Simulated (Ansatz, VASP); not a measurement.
## One calculation of Mg, two programs

The input INCAR:

```
ALGO = Normal ; EDIFF = 1E-6
EDIFFG = -0.005 ; ENCUT = 600
GGA = PE ; IBRION = 2
ISIF = 3 ; ISMEAR = -1
LASPH = T ; LCHARG = F
LREAL = F ; LWAVE = F
NELM = 60 ; NSW = 60
PREC = Accurate ; SIGMA = 0.1
```

The input KPOINTS:

```
k-points
0
Gamma
  13 13 13
```

POSCAR

```
Mg
1.0
    2.9150576304      0.0000000000      0.0000000000
    0.0000000000      2.9150576304      0.0000000000
    0.0000000000      0.0000000000      2.9150576304
Mg
1
Direct
    0.0000000000      0.0000000000      0.0000000000
```

Input for Ansatz:

```yaml
crystal:
  lattice:
    - [2.9150576304, 0.0, 0.0]
    - [0.0, 2.9150576304, 0.0]
    - [0.0, 0.0, 2.9150576304]
  atoms:
    - { symbol: Mg, position: [0.0, 0.0, 0.0] }
kpoints:
  mp_grid: { grid: [13, 13, 13] }
scf:
  occupations: { method: fermi_dirac, width: 0.1 }
hamiltonian:
  xc: pbe
  pseudopotentials: { kind: paw }
output:
  forces: true
  stress: true
  write_density: true
  write_potential: true
  elf: true
  volumetric_format: npy
relax:
  f_tol: 0.005
  max_steps: 40
  cell: {}
```

Alike in both runs: task relaxation of cell and atoms; functional PBE; k mesh 13 × 13 × 13; occupations fermi-dirac, width 0.1 eV; no spin polarisation.

```csv
,VASP,Ansatz
version,VASP 6.6.1,Ansatz 0.2.0
potentials or method,"VASP PAW PBE potentials, release 64 (Mg)","PAW with Ansatz's default frozen-core files, scalar-relativistic"
plane-wave cutoff (eV),600,420
valence electrons in the cell,2,10
```

```tsv
	VASP	Ansatz	Ansatz less VASP
relaxed volume (Å³/atom)	27.59	27.63	+0.049
relaxed cell length with the largest relative difference (Å)	3.022	3.023	+0.0018
```

VASP's potentials hold 2 valence electrons a cell and Ansatz's 10, so a difference there can come from the potentials and not from the codes.
